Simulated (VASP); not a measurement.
Runs of VASP 6.6.1 on Sb. The structure is that of space group P6_3/mmc (No. 194), or close to it. The cells are those of the table. This isn't the form of Sb at room conditions, which is rhombohedral.

```tsv
task	cell	k mesh	cutoff (eV)	gap on the mesh (eV)	pressure (GPa)
single point	a = 3.220, b = 3.220, c = 5.259 Å, angles 90.0, 90.0, 120.0°, 2 atoms	12 × 12 × 8	520	none	12.0
single point	a = 2.994, b = 2.994, c = 4.886 Å, angles 90.0, 90.0, 120.0°, 2 atoms	18 × 18 × 8	520	none	50.5
relaxation of cell and atoms	relaxed to 12 GPa from a = 3.215, b = 3.215, c = 5.287 Å, angles 90.0, 90.0, 120.0°, 2 atoms	12 × 12 × 8	600	none	12.0
single point	a = 3.116, b = 3.116, c = 5.096 Å, angles 90.0, 90.0, 120.0°, 2 atoms	18 × 18 × 8	520	none	(b)
single point	a = 2.914, b = 2.914, c = 4.544 Å, angles 90.0, 90.0, 120.0°, 2 atoms	18 × 18 × 10	520	none	91.8
single point	a = 3.376, b = 3.376, c = 5.581 Å, angles 90.0, 90.0, 120.0°, 2 atoms	12 × 12 × 8	520	none	(a)
single point	a = 3.302, b = 3.302, c = 5.430 Å, angles 90.0, 90.0, 120.0°, 2 atoms	12 × 12 × 8	520	none	3.9
single point	a = 3.358, b = 3.358, c = 5.546 Å, angles 90.0, 90.0, 120.0°, 2 atoms	12 × 12 × 6	550	none	0.1
single point	a = 3.343, b = 3.343, c = 5.515 Å, angles 90.0, 90.0, 120.0°, 2 atoms	12 × 12 × 8	520	none	0.9
```

Alike in all rows: level r2SCAN; potentials or basis VASP PAW PBE potentials, release 64 (Sb); no spin polarisation; smearing gaussian 0.1 eV.

Question: Estimate the missing entries.

Answer: (a) -1.1; (b) 25.1.

Caveats: the PAW data sets were made with another functional, which shifts forces and pressure a little; spin-orbit coupling is left out, which moves the levels of the heavy elements; the cell stands under pressure (at least some runs); the cell is relaxed towards a set pressure, so the run minimises the enthalpy, not the energy (at least some runs).

A k mesh can miss the band edges, and the runs leave out spin-orbit coupling on Sb.

A gap of «none» marks levels without a gap at the run's occupations.
